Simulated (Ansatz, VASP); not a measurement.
## C12F: VASP beside Ansatz

File INCAR:

```
SYSTEM = C12F
PREC = Accurate ; ENCUT = 520
EDIFF = 1E-6 ; ISMEAR = 0
SIGMA = 0.05 ; LREAL = .FALSE.
LASPH = .TRUE. ; NELM = 150
ALGO = Normal ; ISIF = 2
LWAVE = .FALSE. ; LCHARG = .FALSE.
ISPIN = 2 ; MAGMOM = 0 0 0 0 0 0 0 0 0 0 0 0 1
LORBIT = 11 ; LDIPOL = .TRUE.
IDIPOL = 3 ; DIPOL = 0.5 0.5 0.301
GGA = PE ; IVDW = 12
NBANDS = 44 ; KPAR = 4
```

Contents of KPOINTS:

```
regular mesh
0
G
  6 7 1
  0 0 0
```

File POSCAR:

```
C12F
1.0
    4.9311586499      0.0000000000      0.0000000000
    0.0000000000      4.0098697868      0.0000000000
    0.0000000000      0.0000000000     21.5014222695
C F
12 1
Direct
    0.2500000000      0.3776970812      0.1860342051
    0.7500000000      0.3776970812      0.1860342051
    0.0000000000      0.4720802729      0.2140334862
    0.5000000000      0.4720802729      0.2140334862
    0.0000000000      0.6609561993      0.2700645448
    0.5000000000      0.6609561993      0.2700645448
    0.2500000000      0.7503682393      0.2976235638
    0.7500000000      0.7503682393      0.2976235638
    0.2500000000      0.9412923823      0.3569251107
    0.7500000000      0.9412923823      0.3569251107
    0.0000000000      0.0234307025      0.3814362681
    0.5000000000      0.0234307025      0.3814362681
    0.1666666667      0.5234307025      0.4977076463
```

Input for Ansatz:

```yaml
crystal:
  lattice:
    - [4.9311586499, 0.0, 0.0]
    - [0.0, 4.0098697868, 0.0]
    - [0.0, 0.0, 21.5014222695]
  atoms:
    - { symbol: C, position: [0.25, 0.3776970812, 0.1860342051] }
    - { symbol: C, position: [0.75, 0.3776970812, 0.1860342051] }
    - { symbol: C, position: [0.0, 0.4720802729, 0.2140334862] }
    - { symbol: C, position: [0.5, 0.4720802729, 0.2140334862] }
    - { symbol: C, position: [0.0, 0.6609561993, 0.2700645448] }
    - { symbol: C, position: [0.5, 0.6609561993, 0.2700645448] }
    - { symbol: C, position: [0.25, 0.7503682393, 0.2976235638] }
    - { symbol: C, position: [0.75, 0.7503682393, 0.2976235638] }
    - { symbol: C, position: [0.25, 0.9412923823, 0.3569251107] }
    - { symbol: C, position: [0.75, 0.9412923823, 0.3569251107] }
    - { symbol: C, position: [0.0, 0.0234307025, 0.3814362681] }
    - { symbol: C, position: [0.5, 0.0234307025, 0.3814362681] }
    - { symbol: F, position: [0.1666666667, 0.5234307025, 0.4977076463], spin: 1.0 }
basis:
  ecutwfc: 420
kpoints:
  mp_grid: { grid: [6, 7, 1] }
hamiltonian:
  xc: pbe
  pseudopotentials: { kind: paw, azcp: { folder: soft_1 } }
  dispersion: d3bj
scf:
  occupations: { method: gaussian, width: 0.05 }
output:
  forces: true
  eigenvalues: true
  populations: true
magnetization:
  spin_polarized: true
efield:
  axis: 3
  dipole_correction: true
  ramp_width: 0.04
```

Alike in both runs: task single point; functional PBE; dispersion D3(BJ); k mesh 6 × 7 × 1; occupations gaussian, width 0.05 eV; collinear spin.

|  | VASP | Ansatz |
| --- | --- | --- |
| version | VASP 6.6.1 | Ansatz 0.2.0 |
| potentials or method | VASP PAW PBE potentials, release 64 (C, F), cutoff 520 eV | scalar-relativistic, plane waves, PAW |
| valence electrons in the cell | 55 | 55 |

```csv
,VASP,Ansatz,Ansatz less VASP
gap on the k mesh at the Fermi level (eV),none,none,-
rms of the force components (eV/Å),0.901,1.042,+0.1405
net moment per atom (μB),0.00,0.31,+0.308
size of the moment on the site where the two differ most (μB),0.00,0.69,+0.685
```

The net moments are unlike, so the other rows may belong to different states. Site moments also hang on the region over which each program counts them. Atom by atom the forces differ by 0.384 eV/Å (rms over components). A gap of «none» marks a metal or a gap that the smearing closes.
